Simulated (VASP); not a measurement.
A run of VASP 6.6.1:

The input INCAR:

```
SYSTEM = Au
  PREC = Accurate
  ENCUT = 500
  EDIFF = 1E-6
  ISMEAR = 0
  SIGMA = 0.15
  LREAL = .FALSE.
  LASPH = .TRUE.
  NELM = 120
  ALGO = Normal
  ISIF = 2
  LWAVE = .FALSE.
  LCHARG = .FALSE.
  GGA = PE
  NBANDS = 18
  GGA_COMPAT = .FALSE.
```

KPOINTS

```
Automatic mesh
0
G
  18 18 10
  0 0 0
```

The input POSCAR:

```
Au
1.0
    2.8804999125      0.0000000000      0.0000000000
   -1.4402499562      2.4945860998      0.0000000000
    0.0000000000      0.0000000000      4.8289054398
Au
2
Direct
    0.2609977991      0.6666666667      0.7500000000
    0.7390022009      0.3333333333      0.2500000000
```

Potentials or basis: VASP PAW PBE potentials, release 64 (Au).

Launch:

```bash
$ cat potpaw_PBE.64/Au/POTCAR > POTCAR
$ mpirun -np 1 vasp_std > vasp.out
```

Hardware: 1 thread of Intel Xeon 8259CL, on a shared host.

Q: How long does it take, and how much memory?

A: It took 8.6 min on 1 thread of Intel Xeon 8259CL, on a shared host, peak memory 0.55 GiB. Counts: scf iterations 11, k points 984.
